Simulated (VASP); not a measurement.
# Mo in VASP: single point with PBEsol

Aim: the single point of Mo with PBEsol.

Everything below comes from runs of VASP 6.6.1. Logs are shortened: lines on timing, memory, paths and dates and some standing lists are left out, and cuts for length are marked.

## (1) The cell of the first run

The cell holds a slab with vacuum, 9 atoms: a = 3.130 Å, b = 3.130 Å, c = 28.518 Å, α = 90.00°, β = 90.00°, γ = 90.00°.

## (2) Single point, PBEsol

Contents of INCAR:

```
SYSTEM = Mo
PREC = Accurate ; ENCUT = 520
EDIFF = 1E-6 ; ISMEAR = 1
SIGMA = 0.1 ; LREAL = .False.
LASPH = .True. ; NELM = 100
ALGO = Normal ; ISIF = 2
LWAVE = .False. ; LCHARG = .False.
LDIPOL = .True. ; IDIPOL = 3
DIPOL = 0.5 0.5 0.500 ; GGA = PS
NBANDS = 73
```

Contents of KPOINTS:

```
regular mesh
0
Gamma
  11 11 1
  0 0 0
```

Contents of POSCAR:

```
Mo
1.0
    3.1295792290      0.0000000000      0.0000000000
    0.0000000000      3.1295792290      0.0000000000
    0.0000000000      0.0000000000     28.5183169160
Mo
9
Direct
    0.0000000000      0.0000000000      0.2862640439
    0.5000000000      0.5000000000      0.3342468824
    0.0000000000      0.0000000000      0.3906179351
    0.5000000000      0.5000000000      0.4452478445
    0.0000000000      0.0000000000      0.4999999942
    0.5000000000      0.5000000000      0.5547521464
    0.0000000000      0.0000000000      0.6093820509
    0.5000000000      0.5000000000      0.6657531263
    0.0000000000      0.0000000000      0.7137359763
```

Potentials or basis: VASP PAW PBE potentials, release 64 (Mo_sv).

Command:

```
> cat potpaw_PBE.64/Mo_sv/POTCAR > POTCAR
> mpirun -np 1 vasp_std > vasp.out
```

OUTCAR:

```text
SYSTEM = Mo
   PREC = Accurate
   ENCUT = 520
   EDIFF = 1E-6
   ISMEAR = 1
   LREAL = .False.
   LASPH = .True.
   NELM = 100
   ISIF = 2
   GGA = PS

 ion  position               nearest neighbor table
   1  0.000  0.000  0.286-   2 2.60   2 2.60   2 2.60   2 2.60   3 2.98
   2  0.500  0.500  0.334-   1 2.60   1 2.60   1 2.60   1 2.60   3 2.74   3 2.74   3 2.74   3 2.74
                             4 3.17
   3  0.000  0.000  0.391-   4 2.71   4 2.71   4 2.71   4 2.71   2 2.74   2 2.74   2 2.74   2 2.74
                             1 2.98   5 3.12
   4  0.500  0.500  0.445-   3 2.71   3 2.71   3 2.71   3 2.71   5 2.71   5 2.71   5 2.71   5 2.71
                             6 3.12   2 3.17
   5  0.000  0.000  0.500-   4 2.71   4 2.71   4 2.71   4 2.71   6 2.71   6 2.71   6 2.71   6 2.71
                             7 3.12   3 3.12
   6  0.500  0.500  0.555-   7 2.71   7 2.71   7 2.71   7 2.71   5 2.71   5 2.71   5 2.71   5 2.71
                             4 3.12   8 3.17
   7  0.000  0.000  0.609-   6 2.71   6 2.71   6 2.71   6 2.71   8 2.74   8 2.74   8 2.74   8 2.74
                             9 2.98   5 3.12
   8  0.500  0.500  0.666-   9 2.60   9 2.60   9 2.60   9 2.60   7 2.74   7 2.74   7 2.74   7 2.74
                             6 3.17
   9  0.000  0.000  0.714-   8 2.60   8 2.60   8 2.60   8 2.60   7 2.98

  LATTYP: Found a simple tetragonal cell.
 ALAT       =     3.1295792290
 C/A-ratio  =     9.1125083691

  Lattice vectors:

 A1 = (   3.1295792290,   0.0000000000,   0.0000000000)
 A2 = (   0.0000000000,   3.1295792290,   0.0000000000)
 A3 = (   0.0000000000,   0.0000000000,  28.5183169160)

Analysis of symmetry for initial positions (statically):
=====================================================================
 Subroutine PRICEL returns:
 Original cell was already a primitive cell.

 Routine SETGRP: Setting up the symmetry group for a
 simple tetragonal supercell.

 Subroutine GETGRP returns: Found 16 space group operations
 (whereof 16 operations were pure point group operations)
 out of a pool of 16 trial point group operations.

The static configuration has the point symmetry D_4h.

Analysis of symmetry for dynamics (positions and initial velocities):
=====================================================================
 Subroutine PRICEL returns:
 Original cell was already a primitive cell.

 Routine SETGRP: Setting up the symmetry group for a
 simple tetragonal supercell.

 Subroutine GETGRP returns: Found 16 space group operations
 (whereof 16 operations were pure point group operations)
 out of a pool of 16 trial point group operations.

The dynamic configuration has the point symmetry D_4h.

 Subroutine INISYM returns: Found 16 space group operations
 (whereof 16 operations are pure point group operations),
 and found     1 'primitive' translations

----------------------------------------------------------------------------------------

                                     Primitive cell

  volume of cell :     279.3160

  direct lattice vectors                    reciprocal lattice vectors
     3.129579229  0.000000000  0.000000000     0.319531773  0.000000000  0.000000000
     0.000000000  3.129579229  0.000000000     0.000000000  0.319531773  0.000000000
     0.000000000  0.000000000 28.518316916     0.000000000  0.000000000  0.035065183

  length of vectors
     3.129579229  3.129579229 28.518316916     0.319531773  0.319531773  0.035065183

  position of ions in fractional coordinates (direct lattice)
     0.000000000  0.000000000  0.286264044
     0.500000000  0.500000000  0.334246882
     0.000000000  0.000000000  0.390617935
     0.500000000  0.500000000  0.445247845
     0.000000000  0.000000000  0.499999994
     0.500000000  0.500000000  0.554752146
     0.000000000  0.000000000  0.609382051
     0.500000000  0.500000000  0.665753126
     0.000000000  0.000000000  0.713735976

  ion indices of the primitive-cell ions
   primitive index   ion index
                 1           1
                 2           2
                 3           3
                 4           4
                 5           5
                 6           6
                 7           7
                 8           8
                 9           9

----------------------------------------------------------------------------------------

 KPOINTS: regular mesh

Automatic generation of k-mesh.
 Grid dimensions read from file:
 generate k-points for:   11   11    1

 Generating k-lattice:

  Cartesian coordinates                     Fractional coordinates (reciprocal lattice)
     0.029048343  0.000000000  0.000000000     0.090909091  0.000000000  0.000000000
     0.000000000  0.029048343  0.000000000     0.000000000  0.090909091  0.000000000
     0.000000000  0.000000000  0.035065183     0.000000000  0.000000000  1.000000000

  Length of vectors
     0.029048343  0.029048343  0.035065183

  Shift w.r.t. Gamma in fractional coordinates (k-lattice)
     0.000000000  0.000000000  0.000000000

 Subroutine IBZKPT returns following result:
 ===========================================

 Found     21 irreducible k-points:

 Following reciprocal coordinates:
            Coordinates               Weight
  0.000000  0.000000  0.000000      1.000000
  0.090909  0.000000  0.000000      4.000000
  0.181818  0.000000  0.000000      4.000000
  0.272727  0.000000  0.000000      4.000000
  0.363636  0.000000  0.000000      4.000000
  0.454545  0.000000  0.000000      4.000000
[... 13 lines left out ...]
  0.454545  0.363636  0.000000      8.000000
  0.454545  0.454545  0.000000      4.000000
   k-points           NKPTS =     21   k-points in BZ     NKDIM =     21   number of bands    NBANDS=     73
   number of dos      NEDOS =    301   number of ions     NIONS =      9
   total plane-waves  NPLWV = 124416
   dimension x,y,z NGX =    24 NGY =   24 NGZ =  216
   dimension x,y,z NGXF=    48 NGYF=   48 NGZF=  432
   ions per type =               9
   NGX,Y,Z   is equivalent  to a cutoff of  12.75, 12.75, 12.59 a.u.
   NGXF,Y,Z  is equivalent  to a cutoff of  25.50, 25.50, 25.18 a.u.
 SYSTEM =  Mo
   PREC   = accura    normal or accurate (medium, high low for compatibility)
   ISTART =      0    job   : 0-new  1-cont  2-samecut
   ICHARG =      2    charge: 1-file 2-atom 10-const
   ISPIN  =      1    spin polarized calculation?
   LNONCOLLINEAR =      F non collinear calculations
   LSORBIT =      F    spin-orbit coupling
   LASPH  =      T    aspherical Exc in radial PAW
   ENCUT  =  520.0 eV  38.22 Ry    6.18 a.u.   5.82  5.82 53.03*2*pi/ulx,y,z
   NELM   =    100;   NELMIN=  2; NELMDL= -5     # of ELM steps
   EDIFF  = 0.1E-05   stopping-criterion for ELM
   LREAL  =      F    real-space projection
   EDIFFG = 0.1E-04   stopping-criterion for IOM
   NSW    =      0    number of steps for IOM
   IBRION =     -1    ionic relax: 0-MD 1-quasi-New 2-CG
   NFREE  =      0    steps in history (QN), initial steepest desc. (CG)
   ISIF   =      2    stress and relaxation
   ISYM   =      2    0-nonsym 1-usesym 2-fastsym
   POTIM  = 0.5000    time-step for ionic-motion
   TEBEG  =    0.0;   TEEND  =   0.0 temperature during run
   PSTRESS=    0.0 pullay stress
   NELECT =     126.0000    total number of electrons
   NUPDOWN=      -1.0000    fix difference up-down
   EMIN   =  10.00;   EMAX   =-10.00  energy-range for DOS
   EFERMI =   0.00;   METHOD = LEGACY
   ISMEAR =     1;   SIGMA  =   0.10  broadening in eV -4-tet -1-fermi 0-gaus
   EFERMI_NEDOS =   21; number of points for ismear=-14 and -15
   IALGO  =     38    algorithm
   IMIX   =      4    mixing-type and parameters
     AMIX     =   0.40;   BMIX     =  1.00
     AMIX_MAG =   1.60;   BMIX_MAG =  1.00
  volume/ion in A,a.u.               =      31.04       209.44
  Fermi-wavevector in a.u.,A,eV,Ry     =   1.255547  2.372640 21.448211  1.576399
  Thomas-Fermi vector in A             =   2.389299
   LORBIT       =      0    0 simple, 1 ext, 2 COOP (PROOUT), +10 PAW based schemes
   GGA     = PS    functional components
   LHFCALC =     F    Hartree Fock is set to
   AEXX    =    0.0000 exact exchange contribution
   IVDW    =     0    specifies the selected vdW correction
   LEPSILON=     F    determine dielectric tensor
   LRPA    =     F    only Hartree local field effects (RPA)
 non-spin polarized calculation
 Methfessel and Paxton  Order N= 1 SIGMA  =   0.10
  energy-cutoff  :      520.00
  volume of cell :      279.32
 maximum number of plane-waves:      7578
 NGX is ok and might be reduce to    24
   NGX = 11   NGY = 11   NGZ =107

 dipolmoment           0.000000      0.000000     -0.000000 electrons x Angstroem

 number of electron     125.9999989 magnetization

 dipolmoment           0.000000      0.000000      0.000000 electrons x Angstroem

 Free energy of the ion-electron system (eV)
  ---------------------------------------------------
  ext. energy  EPLUGINS =         0.00000000
  ---------------------------------------------------
  free energy    TOTEN  =      -101.66860471 eV

  energy without entropy =     -101.66836933  energy(sigma->0) =     -101.66852625

 E-fermi :   4.3191     XC(G=0):  -7.5008

 val. band max:        4.3122551017   @ k =   0.4545   0.0000   0.0000
 cond. band min:       4.3247447515   @ k =   0.3636   0.0909   0.0000
 fundamental gap:      0.0124896497
 Fermi energy:         4.3191180292

 k-point     1 :       0.0000    0.0000    0.0000
  band No.  band energies     occupation
      1     -56.8545      2.00000
      2     -56.7708      2.00000
      3     -56.7108      2.00000
      4     -56.5713      2.00000
      5     -56.5336      2.00000
      6     -56.4365      2.00000
[... 65 lines left out ...]
     72       5.3972     -0.00000
     73       5.7771     -0.00000
[... 1518 lines left out ...]
     72       6.6792      0.00000
     73       6.7611      0.00000

------------------------ aborting loop because EDIFF is reached ----------------------------------------

 vacuum level on the upper side and lower side of the slab       (xc-potential included)        -0.205        -0.205

  FORCE on cell =-STRESS in cart. coord.  units (eV):
  Direction    XX          YY          ZZ          XY          YZ          ZX
  --------------------------------------------------------------------------------------
  -------------------------------------------------------------------------------------
  Total       -3.0942004     -3.0942004      0.5089971      0.0000000     -0.0000000     -0.0000000
  in kB      -17.7485645    -17.7485645      2.9196456      0.0000000     -0.0000000     -0.0000000
  external PRESSURE =     -10.8591611 kB  Pullay stress =       0.0000000 kB

 VOLUME and BASIS-vectors are now :
 -----------------------------------------------------------------------------
  energy-cutoff  :      520.00
  volume of cell :      279.32
      direct lattice vectors                 reciprocal lattice vectors
     3.129579229  0.000000000  0.000000000     0.319531773  0.000000000  0.000000000
     0.000000000  3.129579229  0.000000000     0.000000000  0.319531773  0.000000000
     0.000000000  0.000000000 28.518316916     0.000000000  0.000000000  0.035065183

 POSITION                                       TOTAL-FORCE (eV/Angst)
 -----------------------------------------------------------------------------------
      0.00000      0.00000      8.16377        -0.000000     -0.000000     -0.054925
      1.56479      1.56479      9.53216        -0.000000      0.000000      0.001282
      0.00000      0.00000     11.13977        -0.000000      0.000000      0.012226
      1.56479      1.56479     12.69772        -0.000000     -0.000000      0.007971
      0.00000      0.00000     14.25916        -0.000000     -0.000000      0.000000
      1.56479      1.56479     15.82060        -0.000000     -0.000000     -0.007971
      0.00000      0.00000     17.37855         0.000000     -0.000000     -0.012226
      1.56479      1.56479     18.98616         0.000000      0.000000     -0.001282
      0.00000      0.00000     20.35455        -0.000000     -0.000000      0.054925
 -----------------------------------------------------------------------------------
    total drift:                                0.000000     -0.000000      0.000061

  FREE ENERGIE OF THE ION-ELECTRON SYSTEM (eV)
  ---------------------------------------------------
  free  energy   TOTEN  =      -101.6686047106 eV

  energy  without entropy=     -101.6683693311  energy(sigma->0) =     -101.66852625

 vacuum level on the upper side and lower side of the slab         8.164         8.164
```

Wall time 15 min (1 thread of Intel Xeon Platinum 8259CL at 2.50GHz (Skylake/Cascade Lake), shared host); peak memory 0.49 GiB.

Results:

| Quantity | Value |
| --- | --- |
| Free energy | -101.6686 eV |
| Largest force | 0.055 eV/Å |
| Band gap on the k mesh | zero (bands 63 and 64 overlap by 1.75 eV) |

Forces on the atoms (eV/Å):
```
Mo   0.000  0.000 -0.055
Mo   0.000  0.000  0.001
Mo   0.000  0.000  0.012
Mo   0.000  0.000  0.008
Mo   0.000  0.000  0.000
Mo   0.000  0.000 -0.008
Mo   0.000  0.000 -0.012
Mo   0.000  0.000 -0.001
Mo   0.000  0.000  0.055
```

Caveat: the PAW data sets were made with another functional, which shifts forces and pressure a little.
